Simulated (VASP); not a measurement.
C:

```xyz
4
Lattice="1.2856 -2.1747 0.0000 1.2856 2.1747 0.0000 0.0000 0.0000 4.0579" Properties=species:S:1:pos:R:3 pbc="T T T"
C     1.2856    0.7609    2.0385
C     1.2856   -0.7609    0.0095
C     1.2856    0.7061    3.5875
C     1.2856   -0.7061    1.5586
```

| Property | Result |
| --- | --- |
| Program | VASP 6.6.1 |
| Task | relaxation of cell and atoms |
| Functional | PBE |
| Potentials or basis | VASP PAW PBE potentials, release 64 (C) |
| Cutoff | 600 eV |
| k mesh | 8 × 8 × 4 |
| Occupations | gaussian, width 0.1 eV |
| Spin | no spin polarisation |

At the start: pressure 3.9 GPa; volume 5.67 Å³/atom.

Q: How do energy, volume and symmetry change on relaxing?

A: Over 11 steps the energy falls by 44.8 meV/atom and the volume is 5.71 Å³/atom (+0.7 %); space group P6_3/mmc (No. 194, to 0.05 Å).

Step by step:
```
step  energy change (eV)  largest force (eV/Å)  pressure (GPa)  volume (Å³)
   1              0.0000                1.2628            3.87        22.69
   2              0.1635                2.6526           -5.26        23.07
   3             -0.1573                0.6175           -0.60        22.86
   4             -0.1574                0.5839           -0.51        22.86
   5             -0.1485                0.6968            0.62        22.85
   6             -0.1724                0.2289           -0.32        22.85
   7             -0.1776                0.1390            0.27        22.82
   8             -0.1781                0.1244            0.53        22.81
   9             -0.1785                0.1426           -0.29        22.85
  10             -0.1791                0.0447            0.05        22.83
  11             -0.1791                0.0383           -0.10        22.84
```

Final structure:
```
C
1.0
     1.25611   -2.17425    0.00000
     1.25611    2.17425    0.00000
     0.00000    0.00000    4.18207
C
4
Direct
  0.33333 0.66667 0.50583
  0.66667 0.33333 0.00583
  0.33321 0.66679 0.88060
  0.66679 0.33321 0.38060
```
